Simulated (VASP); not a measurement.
# Ga2Ge3O (P4/mmm) in VASP: a series of runs

The runs below take Ga2Ge3O through relaxation of cell and atoms, single point, with PBE.

Everything below comes from runs of VASP 6.6.1. Logs are shortened: lines on timing, memory, paths and dates and some standing lists are left out, and cuts for length are marked.

**1. The cell of the first run**

The structure is tetragonal, space group P4/mmm (No. 123). The conventional cell has a = 3.757 Å, b = 3.757 Å, c = 8.430 Å, α = 90.00°, β = 90.00°, γ = 90.00°. Ga (site symmetry mmm) has 2 O at 1.88 Å within 2.5 Å. Within 2.5 Å of Ge (site symmetry mmm) lie 2 Ge at 1.88 Å. Within 2.5 Å of Ge (site symmetry 4/mmm) lie 4 Ge at 1.88 Å. O (site symmetry 4/mmm) has 4 Ga at 1.88 Å within 2.5 Å.

The cell was built from a structure type or drawn by symmetry, and may not be a known phase.

**2. Relaxation of cell and atoms, PBE**

File INCAR:

```
ALGO = Normal ; EDIFF = 1E-6
EDIFFG = -0.04 ; ENCUT = 600
GGA = PE ; IBRION = 2
ISIF = 3 ; ISMEAR = 0
LASPH = True ; LCHARG = False
LREAL = False ; LWAVE = False
NELM = 60 ; NSW = 90
PREC = Accurate ; SIGMA = 0.1
```

File KPOINTS:

```
k-points
0
Gamma
  4 4 2
```

File POSCAR:

```
Ga2Ge3O
1.0
    3.7569313800      0.0000000000      0.0000000000
    0.0000000000      3.7569313800      0.0000000000
    0.0000000000      0.0000000000      8.4298512100
Ga Ge O
2 3 1
Direct
    0.5000000000      0.0000000000      0.0000000000
    0.0000000000      0.5000000000      0.0000000000
    0.5000000000      0.0000000000      0.5000000000
    0.0000000000      0.5000000000      0.5000000000
    0.0000000000      0.0000000000      0.5000000000
    0.0000000000      0.0000000000      0.0000000000
```

Potentials or basis: VASP PAW PBE potentials, release 64 (Ga_d, Ge_d, O).

Launch:

```console
$ cat potpaw_PBE.64/Ga_d/POTCAR potpaw_PBE.64/Ge_d/POTCAR potpaw_PBE.64/O/POTCAR > POTCAR
$ mpirun -np 1 vasp_std > vasp.out
```

OUTCAR:

```text
EDIFF = 1E-6
   EDIFFG = -0.04
   ENCUT = 600
   GGA = PE
   IBRION = 2
   ISIF = 3
   ISMEAR = 0
   LASPH = True
   LREAL = False
   NELM = 60
   NSW = 90
   PREC = Accurate

 ion  position               nearest neighbor table
   1  0.500  0.000  0.000-   6 1.88   6 1.88   2 2.66   2 2.66   2 2.66   2 2.66
   2  0.000  0.500  0.000-   6 1.88   6 1.88   1 2.66   1 2.66   1 2.66   1 2.66
   3  0.500  0.000  0.500-   5 1.88   5 1.88   4 2.66   4 2.66   4 2.66   4 2.66
   4  0.000  0.500  0.500-   5 1.88   5 1.88   3 2.66   3 2.66   3 2.66   3 2.66
   5  0.000  0.000  0.500-   3 1.88   4 1.88   4 1.88   3 1.88
   6  0.000  0.000  0.000-   1 1.88   2 1.88   2 1.88   1 1.88

  LATTYP: Found a simple tetragonal cell.
 ALAT       =     3.7569313800
 C/A-ratio  =     2.2438129306

  Lattice vectors:

 A1 = (   3.7569313800,   0.0000000000,   0.0000000000)
 A2 = (   0.0000000000,   3.7569313800,   0.0000000000)
 A3 = (   0.0000000000,   0.0000000000,   8.4298512100)

Analysis of symmetry for initial positions (statically):
=====================================================================
 Subroutine PRICEL returns:
 Original cell was already a primitive cell.

 Routine SETGRP: Setting up the symmetry group for a
 simple tetragonal supercell.

 Subroutine GETGRP returns: Found 16 space group operations
 (whereof 16 operations were pure point group operations)
 out of a pool of 16 trial point group operations.

The static configuration has the point symmetry D_4h.

Analysis of symmetry for dynamics (positions and initial velocities):
=====================================================================
 Subroutine PRICEL returns:
 Original cell was already a primitive cell.

 Routine SETGRP: Setting up the symmetry group for a
 simple tetragonal supercell.

 Subroutine GETGRP returns: Found 16 space group operations
 (whereof 16 operations were pure point group operations)
 out of a pool of 16 trial point group operations.

The dynamic configuration has the point symmetry D_4h.

 Subroutine INISYM returns: Found 16 space group operations
 (whereof 16 operations are pure point group operations),
 and found     1 'primitive' translations

----------------------------------------------------------------------------------------

                                     Primitive cell

  volume of cell :     118.9834

  direct lattice vectors                    reciprocal lattice vectors
     3.756931380  0.000000000  0.000000000     0.266174678  0.000000000  0.000000000
     0.000000000  3.756931380  0.000000000     0.000000000  0.266174678  0.000000000
     0.000000000  0.000000000  8.429851210     0.000000000  0.000000000  0.118626056

  length of vectors
     3.756931380  3.756931380  8.429851210     0.266174678  0.266174678  0.118626056

  position of ions in fractional coordinates (direct lattice)
     0.500000000  0.000000000  0.000000000
     0.000000000  0.500000000  0.000000000
     0.500000000  0.000000000  0.500000000
     0.000000000  0.500000000  0.500000000
     0.000000000  0.000000000  0.500000000
     0.000000000  0.000000000  0.000000000

  ion indices of the primitive-cell ions
   primitive index   ion index
                 1           1
                 2           2
                 3           3
                 4           4
                 5           5
                 6           6

----------------------------------------------------------------------------------------

 KPOINTS: k-points

Automatic generation of k-mesh.
 Grid dimensions read from file:
 generate k-points for:    4    4    2

 Generating k-lattice:

  Cartesian coordinates                     Fractional coordinates (reciprocal lattice)
     0.066543669  0.000000000  0.000000000     0.250000000  0.000000000  0.000000000
     0.000000000  0.066543669  0.000000000     0.000000000  0.250000000  0.000000000
     0.000000000  0.000000000  0.059313028     0.000000000  0.000000000  0.500000000

  Length of vectors
     0.066543669  0.066543669  0.059313028

  Shift w.r.t. Gamma in fractional coordinates (k-lattice)
     0.000000000  0.000000000  0.000000000

 Subroutine IBZKPT returns following result:
 ===========================================

 Found     12 irreducible k-points:

 Following reciprocal coordinates:
            Coordinates               Weight
  0.000000  0.000000  0.000000      1.000000
  0.250000  0.000000  0.000000      4.000000
  0.500000  0.000000  0.000000      2.000000
  0.250000  0.250000  0.000000      4.000000
  0.500000  0.250000  0.000000      4.000000
  0.500000  0.500000  0.000000      1.000000
  0.000000  0.000000  0.500000      1.000000
  0.250000  0.000000  0.500000      4.000000
  0.500000  0.000000  0.500000      2.000000
  0.250000  0.250000  0.500000      4.000000
  0.500000  0.250000  0.500000      4.000000
  0.500000  0.500000  0.500000      1.000000
   k-points           NKPTS =     12   k-points in BZ     NKDIM =     12   number of bands    NBANDS=     44
   number of dos      NEDOS =    301   number of ions     NIONS =      6
   total plane-waves  NPLWV =  63000
   dimension x,y,z NGX =    30 NGY =   30 NGZ =   70
   dimension x,y,z NGXF=    60 NGYF=   60 NGZF=  140
   ions per type =               2   3   1
   NGX,Y,Z   is equivalent  to a cutoff of  13.28, 13.28, 13.80 a.u.
   NGXF,Y,Z  is equivalent  to a cutoff of  26.55, 26.55, 27.61 a.u.
 SYSTEM =  unknown system
   PREC   = accura    normal or accurate (medium, high low for compatibility)
   ISTART =      0    job   : 0-new  1-cont  2-samecut
   ICHARG =      2    charge: 1-file 2-atom 10-const
   ISPIN  =      1    spin polarized calculation?
   LNONCOLLINEAR =      F non collinear calculations
   LSORBIT =      F    spin-orbit coupling
   LASPH  =      T    aspherical Exc in radial PAW
   ENCUT  =  600.0 eV  44.10 Ry    6.64 a.u.   7.50  7.50 16.84*2*pi/ulx,y,z
   NELM   =     60;   NELMIN=  2; NELMDL= -5     # of ELM steps
   EDIFF  = 0.1E-05   stopping-criterion for ELM
   LREAL  =      F    real-space projection
   EDIFFG = -.4E-01   stopping-criterion for IOM
   NSW    =     90    number of steps for IOM
   IBRION =      2    ionic relax: 0-MD 1-quasi-New 2-CG
   NFREE  =      1    steps in history (QN), initial steepest desc. (CG)
   ISIF   =      3    stress and relaxation
   ISYM   =      2    0-nonsym 1-usesym 2-fastsym
   POTIM  = 0.5000    time-step for ionic-motion
   TEBEG  =    0.0;   TEEND  =   0.0 temperature during run
   PSTRESS=    0.0 pullay stress
   NELECT =      74.0000    total number of electrons
   NUPDOWN=      -1.0000    fix difference up-down
   EMIN   =  10.00;   EMAX   =-10.00  energy-range for DOS
   EFERMI =   0.00;   METHOD = LEGACY
   ISMEAR =     0;   SIGMA  =   0.10  broadening in eV -4-tet -1-fermi 0-gaus
   EFERMI_NEDOS =   21; number of points for ismear=-14 and -15
   IALGO  =     38    algorithm
   IMIX   =      4    mixing-type and parameters
     AMIX     =   0.40;   BMIX     =  1.00
     AMIX_MAG =   1.60;   BMIX_MAG =  1.00
  volume/ion in A,a.u.               =      19.83       133.82
  Fermi-wavevector in a.u.,A,eV,Ry     =   1.397408  2.640718 26.568769  1.952749
  Thomas-Fermi vector in A             =   2.520667
   LORBIT       =      0    0 simple, 1 ext, 2 COOP (PROOUT), +10 PAW based schemes
   GGA     = PE    functional components
   LHFCALC =     F    Hartree Fock is set to
   AEXX    =    0.0000 exact exchange contribution
   IVDW    =     0    specifies the selected vdW correction
   LEPSILON=     F    determine dielectric tensor
   LRPA    =     F    only Hartree local field effects (RPA)
 conjugate gradient relaxation of ions
 non-spin polarized calculation
 Gauss-broadening in eV      SIGMA  =   0.10
  energy-cutoff  :      600.00
  volume of cell :      118.98
 maximum number of plane-waves:      4042
   NGX = 15   NGY = 15   NGZ = 33

--------------------------------------- Ionic step        1  -------------------------------------------

 number of electron      73.9999963 magnetization

 Free energy of the ion-electron system (eV)
  ---------------------------------------------------
  ext. energy  EPLUGINS =         0.00000000
  ---------------------------------------------------
  free energy    TOTEN  =        -7.45481681 eV

  energy without entropy =       -7.42559784  energy(sigma->0) =       -7.44020732

 E-fermi :   5.1887     XC(G=0):  -9.6882

 val. band max:        5.1832678718   @ k =   0.5000   0.0000   0.5000
 cond. band min:       5.2040908229   @ k =   0.2500   0.2500   0.0000
 fundamental gap:      0.0208229511
 Fermi energy:         5.1886600827

 k-point     1 :       0.0000    0.0000    0.0000
  band No.  band energies     occupation
      1     -23.8484      2.00000
      2     -23.1228      2.00000
      3     -23.0139      2.00000
      4     -22.4428      2.00000
      5     -22.4428      2.00000
      6     -21.1080      2.00000
[... 592 lines left out ...]
--------------------------------------- Ionic step        2  -------------------------------------------

 number of electron      74.0000060 magnetization

 E-fermi :  -0.6471     XC(G=0):  -6.4058

 val. band max:       -0.6659849241   @ k =   0.5000   0.5000   0.0000
 cond. band min:      -0.6451661928   @ k =   0.5000   0.2500   0.0000
 fundamental gap:      0.0208187314
 Fermi energy:        -0.6471315300

 k-point     1 :       0.0000    0.0000    0.0000
  band No.  band energies     occupation
      1     -25.6912      2.00000
      2     -25.6873      2.00000
      3     -25.6873      2.00000
      4     -25.6843      2.00000
      5     -25.6380      2.00000
      6     -25.6299      2.00000
[... 626 lines left out ...]
  FREE ENERGIE OF THE ION-ELECTRON SYSTEM (eV)
  ---------------------------------------------------
  free  energy   TOTEN  =       -20.6874495493 eV

  energy  without entropy=      -20.6810276434  energy(sigma->0) =      -20.68423860

 E-fermi :  14.8896     XC(G=0): -13.6343

 val. band max:       14.8382262103   @ k =   0.2500   0.0000   0.0000
 cond. band min:      14.8927666468   @ k =   0.2500   0.2500   0.5000
 fundamental gap:      0.0545404366
 Fermi energy:        14.8896078476

 k-point     1 :       0.0000    0.0000    0.0000
  band No.  band energies     occupation
      1     -23.7618      2.00000
      2     -23.7614      2.00000
      3     -22.3574      2.00000
      4     -22.3574      2.00000
      5     -22.2180      2.00000
      6     -22.2180      2.00000
[... 553 lines left out ...]
     43      19.8677      0.00000
     44      23.4137      0.00000

 E-fermi :   4.5787     XC(G=0): -10.3142

 val. band max:        4.5613183688   @ k =   0.2500   0.0000   0.0000
 cond. band min:       4.6665671300   @ k =   0.5000   0.0000   0.5000
 fundamental gap:      0.1052487612
 Fermi energy:         4.5786671435

 k-point     1 :       0.0000    0.0000    0.0000
  band No.  band energies     occupation
      1     -20.7078      2.00000
      2     -20.6972      2.00000
      3     -20.6146      2.00000
      4     -20.6146      2.00000
      5     -20.5457      2.00000
      6     -19.9613      2.00000
[... 553 lines left out ...]
     43       9.8474      0.00000
     44       9.8474      0.00000

[... ionic steps 4 to 18 ...]

--------------------------------------- Ionic step       19  -------------------------------------------

 number of electron      73.9999945 magnetization

------------------------ aborting loop because EDIFF is reached ----------------------------------------
[... 75 lines left out ...]
--------------------------------------- Ionic step       21  -------------------------------------------

 number of electron      73.9999950 magnetization

 Free energy of the ion-electron system (eV)
  ---------------------------------------------------
  ext. energy  EPLUGINS =         0.00000000
  ---------------------------------------------------
  free energy    TOTEN  =       -23.64508451 eV

  energy without entropy =      -23.62834566  energy(sigma->0) =      -23.63671509

 E-fermi :   3.9794     XC(G=0):  -9.9956

 val. band max:        3.9535365602   @ k =   0.2500   0.0000   0.0000
 cond. band min:       4.0416268044   @ k =   0.5000   0.0000   0.5000
 fundamental gap:      0.0880902442
 Fermi energy:         3.9793936117

 k-point     1 :       0.0000    0.0000    0.0000
  band No.  band energies     occupation
      1     -21.1264      2.00000
      2     -21.1138      2.00000
      3     -21.0591      2.00000
      4     -21.0591      2.00000
      5     -20.9872      2.00000
      6     -20.5269      2.00000
[... 586 lines left out ...]
  FREE ENERGIE OF THE ION-ELECTRON SYSTEM (eV)
  ---------------------------------------------------
  free  energy   TOTEN  =       -23.6450845111 eV

  energy  without entropy=      -23.6283456594  energy(sigma->0) =      -23.63671509

 reached required accuracy - stopping structural energy minimisation
```

Run time: 25 min. Hardware: 1 thread of Intel Xeon Platinum 8259CL at 2.50GHz (Skylake/Cascade Lake), shared host; peak memory 0.29 GiB.

Results:

| Item | Value |
| --- | --- |
| Free energy | -23.6451 eV |
| Relaxed volume | 20.51 Å³/atom |
| Relaxed cell | a = 4.965 Å, b = 4.965 Å, c = 4.990 Å, α = 90.00°, β = 90.00°, γ = 90.00° |
| Space group after relaxing (to 0.1 Å) | P4/mmm (No. 123) |
| Pressure after relaxing | 0.0 GPa |
| Band gap on the k mesh | zero (bands 37 and 38 overlap by 2.18 eV) |

Stress tensor (GPa, compression positive):
```
 0.16  0.00  0.00
 0.00  0.16  0.00
 0.00  0.00 -0.23
```

Final structure:
```cif
data_structure
_symmetry_space_group_name_H-M 'P 1'
_symmetry_Int_Tables_number 1
_cell_length_a 4.9654
_cell_length_b 4.9654
_cell_length_c 4.9901
_cell_angle_alpha 90.000
_cell_angle_beta 90.000
_cell_angle_gamma 90.000
_cell_volume 123.03
loop_
_atom_site_label
_atom_site_type_symbol
_atom_site_fract_x
_atom_site_fract_y
_atom_site_fract_z
_atom_site_occupancy
Ga1 Ga 0.50000 0.00000 0.00000 1
Ga2 Ga 0.00000 0.50000 0.00000 1
Ge1 Ge 0.50000 0.00000 0.50000 1
Ge2 Ge 0.00000 0.50000 0.50000 1
Ge3 Ge 0.00000 0.00000 0.50000 1
O1 O 0.00000 0.00000 0.00000 1
```

Caveat: the k points lie up to 0.63 Å⁻¹ apart in the final cell, too coarse for converged energies and pressures of a metal; a cell axis changed by over 15 % at a fixed basis, so the end point is rough.

**3. Relaxation of cell and atoms, PBE**

This run uses another cell than the first one, of 20.94 Å³/atom.

File INCAR:

```
ALGO = Normal
EDIFF = 1E-6
EDIFFG = -0.04
ENCUT = 600
GGA = PE
IBRION = 2
ISIF = 3
ISMEAR = 0
LASPH = T
LCHARG = F
LREAL = F
LWAVE = F
NELM = 60
NSW = 90
PREC = Accurate
SIGMA = 0.1
```

File KPOINTS:

```
k-points
0
Gamma
  4 4 4
```

POSCAR, as its differences from that of step 2:

```diff
@@ -2,5 +2,5 @@
 1.0
-    3.7569313800      0.0000000000      0.0000000000
-    0.0000000000      3.7569313800      0.0000000000
-    0.0000000000      0.0000000000      8.4298512100
+    5.0230300295      0.0000000000      0.0000000000
+    0.0000000000      5.0230300295      0.0000000000
+    0.0000000000      0.0000000000      4.9804042675
 Ga Ge O
```

Potentials or basis: VASP PAW PBE potentials, release 64 (Ga_d, Ge_d, O).

Launch:

```console
$ cat potpaw_PBE.64/Ga_d/POTCAR potpaw_PBE.64/Ge_d/POTCAR potpaw_PBE.64/O/POTCAR > POTCAR
$ mpirun -np 1 vasp_std > vasp.out
```

It took 3.2 min on 1 thread of Intel Xeon Platinum 8259CL at 2.50GHz (Skylake/Cascade Lake), shared host; peak memory 0.31 GiB.

The run converged. Its results:

| Property | Result |
| --- | --- |
| Free energy | -23.6308 eV |
| Relaxed volume | 20.64 Å³/atom |
| Relaxed cell | a = 5.029 Å, b = 5.029 Å, c = 4.897 Å, α = 90.00°, β = 90.00°, γ = 90.00° |
| Space group after relaxing (to 0.1 Å) | P4/mmm (No. 123) |
| Energy gained by relaxing | 3.3 meV/atom |
| Ionic steps | 2 |
| Pressure after relaxing | 0.0 GPa |
| Band gap on the k mesh | zero (bands 37 and 38 overlap by 2.57 eV) |

Stress tensor (GPa, compression positive):
```
 0.12  0.00  0.00
 0.00  0.12  0.00
 0.00  0.00 -0.20
```

Step by step:
| step | energy change (eV) | largest force (eV/Å) | pressure (GPa) | volume (Å³) |
| --- | --- | --- | --- | --- |
| 1 | 0.0000 | 0.0000 | -0.77 | 125.66 |
| 2 | -0.0198 | 0.0000 | 0.02 | 123.83 |

Final structure:
```
Ga Ge O
1.0
     5.02870    0.00000    0.00000
     0.00000    5.02870    0.00000
     0.00000    0.00000    4.89682
Ga Ge O
2 3 1
Cartesian
  2.5143 0.0000 0.0000
  0.0000 2.5143 0.0000
  2.5143 0.0000 2.4484
  0.0000 2.5143 2.4484
  0.0000 0.0000 2.4484
  0.0000 0.0000 0.0000
```

Levels at points of the mesh, in eV from the Fermi level:
```csv
k point,band 33,band 34,band 35,band 36,band 37,band 38,band 39,band 40,band 41,band 42
"(0.00, 0.00, 0.00)",-2.40,-2.40,-1.93,-1.93,-1.91,-1.09,0.43,0.43,4.28,4.29
"(0.50, 0.00, 0.00)",-2.86,-2.21,-1.94,-1.87,-1.14,-1.07,-0.86,2.27,3.85,4.16
"(0.50, 0.50, 0.00)",-3.58,-2.77,-2.77,-0.71,-0.71,1.22,1.65,1.94,2.54,3.70
"(0.00, 0.00, 0.50)",-4.10,-3.86,-3.86,-1.48,1.48,1.48,1.54,1.86,1.86,5.03
"(0.50, 0.00, 0.50)",-3.72,-1.87,-1.53,-0.18,-0.11,1.10,1.21,1.48,2.71,3.20
"(0.50, 0.50, 0.50)",-2.02,-1.49,-1.49,-1.31,-0.28,1.80,2.55,2.55,3.41,4.46
```

**4. Single point, PBE**

This run uses another cell than the first one, of 20.72 Å³/atom.

File INCAR:

```
SYSTEM = Ga2Ge3O
  ALGO = Normal
  EDIFF = 1E-6
  ENCUT = 520
  GGA = PE
  ISIF = 2
  ISMEAR = 0
  LASPH = .TRUE.
  LCHARG = .FALSE.
  LREAL = .FALSE.
  LWAVE = .FALSE.
  NBANDS = 46
  NELM = 100
  PREC = Accurate
  SIGMA = 0.1
```

File KPOINTS:

```
k-points
0
G
  8 8 8
  0 0 0
```

POSCAR, as its differences from that of step 3:

```diff
@@ -2,5 +2,5 @@
 1.0
-    5.0230300295      0.0000000000      0.0000000000
-    0.0000000000      5.0230300295      0.0000000000
-    0.0000000000      0.0000000000      4.9804042675
+    5.0046926664      0.0000000000      0.0000000000
+    0.0000000000      5.0046926664      0.0000000000
+    0.0000000000      0.0000000000      4.9636127861
 Ga Ge O
```

Launch:

```console
$ cat potpaw_PBE.64/Ga_d/POTCAR potpaw_PBE.64/Ge_d/POTCAR potpaw_PBE.64/O/POTCAR > POTCAR
$ mpirun -np 1 vasp_std > vasp.out
```

Run time: 6.8 min. Hardware: 1 thread of Intel Xeon Platinum 8259CL at 2.50GHz (Skylake/Cascade Lake), shared host; peak memory 0.48 GiB.

Results (log left out):

```yaml
Free_energy: -23.5429 eV
Pressure: 0.0 GPa
Band_gap_on_the_k_mesh: zero (bands 37 and 38 overlap by 2.46 eV)
```

Stress tensor (GPa, compression positive):
```
-0.03  0.00  0.00
 0.00 -0.03  0.00
 0.00  0.00  0.10
```

Levels at points of the mesh, in eV from the Fermi level:
```tsv
k point	band 33	band 34	band 35	band 36	band 37	band 38	band 39	band 40	band 41	band 42
(0.00, 0.00, 0.00)	-2.55	-2.55	-2.07	-1.87	-1.80	-1.19	0.49	0.49	4.21	4.21
(0.50, 0.00, 0.00)	-2.81	-2.37	-2.07	-1.78	-1.09	-1.04	-0.86	2.36	3.78	4.04
(0.50, 0.50, 0.00)	-3.59	-2.70	-2.70	-0.68	-0.68	1.29	1.46	2.02	2.66	3.43
(0.00, 0.00, 0.50)	-4.21	-3.89	-3.89	-1.64	1.27	1.47	1.47	1.91	1.91	4.87
(0.50, 0.00, 0.50)	-3.75	-1.99	-1.53	-0.20	-0.16	0.97	1.26	1.54	2.65	3.19
(0.50, 0.50, 0.50)	-2.11	-1.48	-1.48	-1.31	-0.36	1.79	2.54	2.54	3.45	4.37
```

**5. The runs side by side**

| task | cell | k mesh | cutoff (eV) | gap on the mesh (eV) | pressure (GPa) | relaxed volume (Å³/atom) |
| --- | --- | --- | --- | --- | --- | --- |
| relaxation of cell and atoms | relaxed from a = 3.757, b = 3.757, c = 8.430 Å, 6 atoms | 4 × 4 × 2 | 600 | none | 0.0 | 20.51 |
| relaxation of cell and atoms | relaxed from a = 5.023, b = 5.023, c = 4.980 Å, 6 atoms | 4 × 4 × 4 | 600 | none | 0.0 | 20.64 |
| single point | a = 5.005, b = 5.005, c = 4.964 Å, 6 atoms | 8 × 8 × 8 | 520 | none | 0.0 | - |

Alike in all rows: level PBE; potentials or basis VASP PAW PBE potentials, release 64 (Ga_d, Ge_d, O); no spin polarisation; smearing gaussian 0.1 eV.

Caveats: some runs use coarse meshes; a cell axis changed by over 15 % at a fixed basis, so the end point is rough (at least some runs).

Total energies depend on the potentials used, so only differences within one code and one set of settings carry meaning.
